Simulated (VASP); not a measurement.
Wanted: the native input for a VASP 6.6.1 run.

* Task: single point
* Functional: LDA
* Potentials or basis: VASP PAW LDA potentials, release 64 (Te, Pb_d)
* Cutoff: 500 eV
* k mesh: 10 × 10 × 10
* Occupations: gaussian, width 0.02 eV
* Spin: no spin polarisation
* Dipole correction: no
* Further INCAR settings: ALGO = Normal; EDIFF = 1e-06; NBANDS = 17

The structure of TePb (l) lies in POSCAR:

```
TePb
1.0
    0.0000000000      3.1897089228      3.1897089228
    3.1897089228      0.0000000000      3.1897089228
    3.1897089228      3.1897089228      0.0000000000
Te Pb
1 1
Direct
    0.0000000000      0.0000000000      0.0000000000
    0.5000000000      0.5000000000      0.5000000000
```

The input as run:

INCAR

```
SYSTEM = TePb
ALGO     = Normal         ! electronic algorithm
EDIFF    = 1E-6           ! SCF threshold, eV
ENCUT    = 500            ! plane-wave cutoff, eV
GGA      = CA             ! functional
GGA_COMPAT= .False.      
ISIF     = 2              ! what is computed and relaxed
ISMEAR   = 0              ! smearing method
LASPH    = .True.         ! aspherical terms in the spheres
LCHARG   = .True.         ! write CHGCAR
LELF     = .True.         ! ELF
LREAL    = .False.        ! projectors in reciprocal space
LVHAR    = .True.       
LWAVE    = .False.        ! write WAVECAR
NBANDS   = 17             ! bands
NELM     = 120            ! most SCF steps
PREC     = Accurate       ! precision mode
SIGMA    = 0.02           ! smearing width, eV
```

KPOINTS

```
k-points
0
Gamma
  10 10 10
  0 0 0
```

Potentials or basis: VASP PAW LDA potentials, release 64 (Te, Pb_d).

Command:

```console
$ cat potpaw_LDA.64/Te/POTCAR potpaw_LDA.64/Pb_d/POTCAR > POTCAR
$ mpirun -np 1 vasp_std > vasp.out
```

Results of the run:

| Item | Value |
| --- | --- |
| Pressure | 0.1 GPa |
| Band gap on the k mesh | 0.55 eV, direct |

Caveat: spin-orbit coupling is left out, which moves the levels of the heavy elements.

Run time: 37 s on 1 thread of Intel(R) Xeon(R) Platinum 8259CL CPU @ 2.50GHz (Skylake/Cascade Lake), on a shared host, peak memory 0.2 GiB.
